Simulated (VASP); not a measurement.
# Ta (I4/mmm) in VASP: further runs, part 3 of 3

VASP 6.6.1. Earlier steps stand in the parts before.

## (4) Single point, PBE (strain along c alone, the other axes held: -4.0 %)

INCAR

```
SYSTEM = Ta
ALGO = Fast ; EDIFF = 1E-6
ENCUT = 520 ; GGA = PE
ISIF = 2 ; ISMEAR = 0
LASPH = .True. ; LCHARG = .True.
LELF = .True. ; LREAL = .False.
LVHAR = .True. ; LWAVE = .False.
NBANDS = 18 ; NELM = 60
PREC = Accurate ; SIGMA = 0.1
```

KPOINTS

```
k-points
0
Gamma
  16 16 16
  0 0 0
```

POSCAR

```
Ta
1.0
    3.3190623908      0.0000000000      0.0000000000
    0.0000000000      3.3190623908      0.0000000000
    0.0000000000      0.0000000000      3.1862998951
Ta
2
Direct
    0.0000000000      0.0000000000      0.0000000000
    0.5000000000      0.5000000000      0.5000000000
```

Potentials or basis: VASP PAW PBE potentials, release 64 (Ta_pv).

The run is started by

```sh
> cat potpaw_PBE.64/Ta_pv/POTCAR > POTCAR
> mpirun -np 1 vasp_std > vasp.out
```

OUTCAR:

```text
SYSTEM = Ta
   EDIFF = 1E-6
   ENCUT = 520
   GGA = PE
   ISIF = 2
   ISMEAR = 0
   LASPH = .True.
   LREAL = .False.
   NELM = 60
   PREC = Accurate

 ion  position               nearest neighbor table
   1  0.000  0.000  0.000-   2 2.84   2 2.84   2 2.84   2 2.84   2 2.84   2 2.84   2 2.84   2 2.84

   2  0.500  0.500  0.500-   1 2.84   1 2.84   1 2.84   1 2.84   1 2.84   1 2.84   1 2.84   1 2.84

  LATTYP: Found a simple tetragonal cell.
 ALAT       =     3.3190623908
 C/A-ratio  =     0.9600000000

  Lattice vectors:

 A1 = (   3.3190623908,   0.0000000000,   0.0000000000)
 A2 = (   0.0000000000,   3.3190623908,   0.0000000000)
 A3 = (   0.0000000000,   0.0000000000,   3.1862998951)

Analysis of symmetry for initial positions (statically):
=====================================================================
 Subroutine PRICEL returns following result:

  LATTYP: Found a body centered tetragonal cell.
 ALAT       =     3.3190623908
 C/A-ratio  =     0.9600000000

  Lattice vectors:

 A1 = (  -1.6595311954,  -1.6595311954,  -1.5931499475)
 A2 = (   1.6595311954,   1.6595311954,  -1.5931499476)
 A3 = (   1.6595311954,  -1.6595311954,   1.5931499475)

   2 primitive cells build up your supercell.

 Routine SETGRP: Setting up the symmetry group for a
 simple tetragonal supercell.

 Subroutine GETGRP returns: Found 16 space group operations
 (whereof 16 operations were pure point group operations)
 out of a pool of 16 trial point group operations.

The static configuration has the point symmetry D_4h.

Analysis of symmetry for dynamics (positions and initial velocities):
=====================================================================
 Subroutine PRICEL returns following result:

  LATTYP: Found a body centered tetragonal cell.
 ALAT       =     3.3190623908
 C/A-ratio  =     0.9600000000

  Lattice vectors:

 A1 = (  -1.6595311954,  -1.6595311954,  -1.5931499475)
 A2 = (   1.6595311954,   1.6595311954,  -1.5931499476)
 A3 = (   1.6595311954,  -1.6595311954,   1.5931499475)

   2 primitive cells build up your supercell.

 Routine SETGRP: Setting up the symmetry group for a
 simple tetragonal supercell.

 Subroutine GETGRP returns: Found 16 space group operations
 (whereof 16 operations were pure point group operations)
 out of a pool of 16 trial point group operations.

The dynamic configuration has the point symmetry D_4h.

 Subroutine INISYM returns: Found 16 space group operations
 (whereof 16 operations are pure point group operations),
 and found     2 'primitive' translations

----------------------------------------------------------------------------------------

                                     Primitive cell

  volume of cell :      17.5504

  direct lattice vectors                    reciprocal lattice vectors
    -1.659531195 -1.659531195 -1.593149948    -0.000000000 -0.301289907 -0.313843653
     1.659531195  1.659531195 -1.593149948     0.301289907  0.000000000 -0.313843653
     1.659531195 -1.659531195  1.593149948     0.301289907 -0.301289907  0.000000000

  length of vectors
     2.836584977  2.836584977  2.836584977     0.435055683  0.435055683  0.426088273

  position of ions in fractional coordinates (direct lattice)
     0.000000000  0.000000000  0.000000000

  ion indices of the primitive-cell ions
   primitive index   ion index
[... 25 lines left out ...]

 Found    405 irreducible k-points:

 Following reciprocal coordinates:
            Coordinates               Weight
  0.000000  0.000000  0.000000      1.000000
  0.062500  0.000000  0.000000      4.000000
  0.125000  0.000000  0.000000      4.000000
  0.187500  0.000000  0.000000      4.000000
  0.250000  0.000000  0.000000      4.000000
  0.312500  0.000000  0.000000      4.000000
[... 16 lines left out ...]
  0.437500  0.125000  0.000000      8.000000
  0.500000  0.125000  0.000000      4.000000
 [... further k-points ...]
   k-points           NKPTS =    405   k-points in BZ     NKDIM =    405   number of bands    NBANDS=     18
   number of dos      NEDOS =    301   number of ions     NIONS =      2
   total plane-waves  NPLWV =  18816
   dimension x,y,z NGX =    28 NGY =   28 NGZ =   24
   dimension x,y,z NGXF=    56 NGYF=   56 NGZF=   48
   ions per type =               2
   NGX,Y,Z   is equivalent  to a cutoff of  14.02, 14.02, 12.52 a.u.
   NGXF,Y,Z  is equivalent  to a cutoff of  28.05, 28.05, 25.04 a.u.
 SYSTEM =  Ta
   PREC   = accura    normal or accurate (medium, high low for compatibility)
   ISTART =      0    job   : 0-new  1-cont  2-samecut
   ICHARG =      2    charge: 1-file 2-atom 10-const
   ISPIN  =      1    spin polarized calculation?
   LNONCOLLINEAR =      F non collinear calculations
   LSORBIT =      F    spin-orbit coupling
   LASPH  =      T    aspherical Exc in radial PAW
   ENCUT  =  520.0 eV  38.22 Ry    6.18 a.u.   6.17  6.17  5.92*2*pi/ulx,y,z
   NELM   =     60;   NELMIN=  2; NELMDL= -5     # of ELM steps
   EDIFF  = 0.1E-05   stopping-criterion for ELM
   LREAL  =      F    real-space projection
   EDIFFG = 0.1E-04   stopping-criterion for IOM
   NSW    =      0    number of steps for IOM
   IBRION =     -1    ionic relax: 0-MD 1-quasi-New 2-CG
   NFREE  =      0    steps in history (QN), initial steepest desc. (CG)
   ISIF   =      2    stress and relaxation
   ISYM   =      2    0-nonsym 1-usesym 2-fastsym
   POTIM  = 0.5000    time-step for ionic-motion
   TEBEG  =    0.0;   TEEND  =   0.0 temperature during run
   PSTRESS=    0.0 pullay stress
   NELECT =      22.0000    total number of electrons
   NUPDOWN=      -1.0000    fix difference up-down
   EMIN   =  10.00;   EMAX   =-10.00  energy-range for DOS
   EFERMI =   0.00;   METHOD = LEGACY
   ISMEAR =     0;   SIGMA  =   0.10  broadening in eV -4-tet -1-fermi 0-gaus
   EFERMI_NEDOS =   21; number of points for ismear=-14 and -15
   IALGO  =     68    algorithm
   IMIX   =      4    mixing-type and parameters
     AMIX     =   0.40;   BMIX     =  1.00
     AMIX_MAG =   1.60;   BMIX_MAG =  1.00
  volume/ion in A,a.u.               =      17.55       118.44
  Fermi-wavevector in a.u.,A,eV,Ry     =   1.401016  2.647537 26.706156  1.962847
  Thomas-Fermi vector in A             =   2.523920
   LORBIT       =      0    0 simple, 1 ext, 2 COOP (PROOUT), +10 PAW based schemes
   GGA     = PE    functional components
   LHFCALC =     F    Hartree Fock is set to
   AEXX    =    0.0000 exact exchange contribution
   IVDW    =     0    specifies the selected vdW correction
   LEPSILON=     F    determine dielectric tensor
   LRPA    =     F    only Hartree local field effects (RPA)
 non-spin polarized calculation
 RMM-DIIS sequential band-by-band and
 Gauss-broadening in eV      SIGMA  =   0.10
  energy-cutoff  :      520.00
  volume of cell :       35.10
 maximum number of plane-waves:       968
 NGX is ok and might be reduce to    28
   NGX = 13   NGY = 13   NGZ = 11

 number of electron      21.9999994 magnetization

 Free energy of the ion-electron system (eV)
  ---------------------------------------------------
  ext. energy  EPLUGINS =         0.00000000
  ---------------------------------------------------
  free energy    TOTEN  =       -23.57563943 eV

  energy without entropy =      -23.56143870  energy(sigma->0) =      -23.56853906

 E-fermi :   5.6978     XC(G=0): -12.7508

 val. band max:        5.6973168874   @ k =   0.1875   0.0625   0.4375
 cond. band min:       5.7007744921   @ k =   0.3750   0.0625   0.3125
 fundamental gap:      0.0034576047
 Fermi energy:         5.6977950892

 k-point     1 :       0.0000    0.0000    0.0000
  band No.  band energies     occupation
      1     -28.1880      2.00000
      2     -28.1880      2.00000
      3     -28.0775      2.00000
      4     -27.2702      2.00000
      5     -27.2702      2.00000
      6     -27.2598      2.00000
[... 481 lines left out ...]
      5     -27.5797      2.00000
      6     -27.5797      2.00000
[... 10 lines left out ...]
     17      10.7012      0.00000
     18      10.7012      0.00000

 [... further k-points ...]

------------------------ aborting loop because EDIFF is reached ----------------------------------------

  FORCE on cell =-STRESS in cart. coord.  units (eV):
  Direction    XX          YY          ZZ          XY          YZ          ZX
  --------------------------------------------------------------------------------------
  -------------------------------------------------------------------------------------
  Total        1.6143782      1.6143782      2.6618408      0.0000000      0.0000000      0.0000000
  in kB       73.6882719     73.6882719    121.4996932      0.0000000      0.0000000      0.0000000
  external PRESSURE =      89.6254123 kB  Pullay stress =       0.0000000 kB

 VOLUME and BASIS-vectors are now :
 -----------------------------------------------------------------------------
  energy-cutoff  :      520.00
  volume of cell :       35.10
      direct lattice vectors                 reciprocal lattice vectors
     3.319062391  0.000000000  0.000000000     0.301289907  0.000000000  0.000000000
     0.000000000  3.319062391  0.000000000     0.000000000  0.301289907  0.000000000
     0.000000000  0.000000000  3.186299895     0.000000000  0.000000000  0.313843653

 POSITION                                       TOTAL-FORCE (eV/Angst)
 -----------------------------------------------------------------------------------
      0.00000      0.00000      0.00000         0.000000      0.000000     -0.000000
      1.65953      1.65953      1.59315        -0.000000     -0.000000      0.000000
 -----------------------------------------------------------------------------------
    total drift:                                0.000000      0.000000      0.000000

  FREE ENERGIE OF THE ION-ELECTRON SYSTEM (eV)
  ---------------------------------------------------
  free  energy   TOTEN  =       -23.5756394263 eV

  energy  without entropy=      -23.5614387017  energy(sigma->0) =      -23.56853906
```

OSZICAR:

```text
N       E                     dE             d eps       ncg     rms          rms(c)
DAV:   1     0.173024304603E+03    0.17302E+03   -0.12529E+04 14580   0.127E+03
DAV:   2    -0.201036029849E+02   -0.19313E+03   -0.18963E+03 18124   0.361E+02
DAV:   3    -0.244288175545E+02   -0.43252E+01   -0.42645E+01 17224   0.509E+01
DAV:   4    -0.244584092234E+02   -0.29592E-01   -0.29561E-01 16050   0.444E+00
DAV:   5    -0.244586203455E+02   -0.21112E-03   -0.21111E-03 16128   0.359E-01    0.200E+01
RMM:   6    -0.237819220879E+02    0.67670E+00   -0.63303E-01 14851   0.609E+00    0.984E+00
RMM:   7    -0.235745927883E+02    0.20733E+00   -0.78344E-01 15946   0.631E+00    0.479E-01
RMM:   8    -0.235750366133E+02   -0.44383E-03   -0.37539E-02 17324   0.151E+00    0.537E-01
RMM:   9    -0.235759169136E+02   -0.88030E-03   -0.76936E-03 17894   0.578E-01    0.243E-01
RMM:  10    -0.235756360498E+02    0.28086E-03   -0.17610E-03 15983   0.324E-01    0.851E-02
RMM:  11    -0.235756328014E+02    0.32483E-05   -0.15743E-04 18518   0.115E-01    0.113E-02
RMM:  12    -0.235756381949E+02   -0.53935E-05   -0.38074E-05 18437   0.477E-02    0.123E-02
RMM:  13    -0.235756401870E+02   -0.19920E-05   -0.65183E-06 14226   0.186E-02    0.165E-02
RMM:  14    -0.235756394263E+02    0.76070E-06   -0.26361E-06 10850   0.111E-02
   1 F= -.23575639E+02 E0= -.23568539E+02  d E =-.142007E-01
```

Run time: 2.2 min. Hardware: 1 thread of Intel Xeon 6975P-C (Granite Rapids), shared host; peak memory 0.31 GiB.

Results:

```
Free energy            : -23.5756 eV
Pressure               : 9.0 GPa
Band gap on the k mesh : zero (band 11 reaches 7.52 eV, above the bottom of band 12 at 4.52 eV)
```

Caveat: the cell differs from its parent crystal (strain along c alone, the other axes held: -4.0 %); spin-orbit coupling is left out, which moves the levels of the heavy elements.

## (5) Overview

```tsv
cell	gap on the mesh (eV)	pressure (GPa)
a = 3.452, b = 3.286, c = 3.286 Å, 2 atoms	none	-3.2
a = 3.319, b = 3.319, c = 3.120 Å, 2 atoms	none	14.2
a = 3.319, b = 3.319, c = 3.186 Å, 2 atoms	none	9.0
```

Alike in all rows: task single point; level PBE; potentials or basis VASP PAW PBE potentials, release 64 (Ta_pv); no spin polarisation; k mesh 16 × 16 × 16; cutoff (eV) 520; smearing gaussian 0.1 eV.

Caveats: spin-orbit coupling is left out, which moves the levels of the heavy elements.

Absolute energies hang on the potentials; compare differences alone.
